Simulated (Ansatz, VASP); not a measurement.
**Two plane-wave programs on Ti**

```
CELL_PARAMETERS angstrom
0.00000 2.00053 2.00053
1.89551 0.00000 2.00053
1.89551 2.00053 0.00000
ATOMIC_POSITIONS crystal
Ti 0.00000 0.00000 0.00000
```

Change from the starting cell: normal strain along x -0.0525, normal strain along y +0.0000.

Alike in both runs: task single point; functional LDA; k mesh 20 × 20 × 20; occupations gaussian, width 0.15 eV; no spin polarisation.

```csv
,VASP,Ansatz
version,VASP 6.6.1,Ansatz 0.2.0
potentials or method,"VASP PAW LDA potentials, release 64 (Ti_sv), cutoff 520 eV","scalar-relativistic, plane waves, PAW"
valence electrons in the cell,12,12
```

VASP gave:

| Quantity | Value |
| --- | --- |
| gap on the k mesh at the Fermi level (eV) | none |
| pressure (GPa) | 7.0 |
| traceless stress, the component that is largest in VASP (GPa) | 1.12 |

**Question.** Estimate Ansatz's values.

**Answer.** gap on the k mesh at the Fermi level (eV): none; pressure (GPa): 7.3; traceless stress, the component that is largest in VASP (GPa): 1.10.

Ansatz warns that its potentials were made for another functional, while VASP's fit it. LDA's correlation is that of Perdew and Zunger in VASP and of Perdew and Wang (1992) in Ansatz. A gap of «none» marks a metal or a gap that the smearing closes.
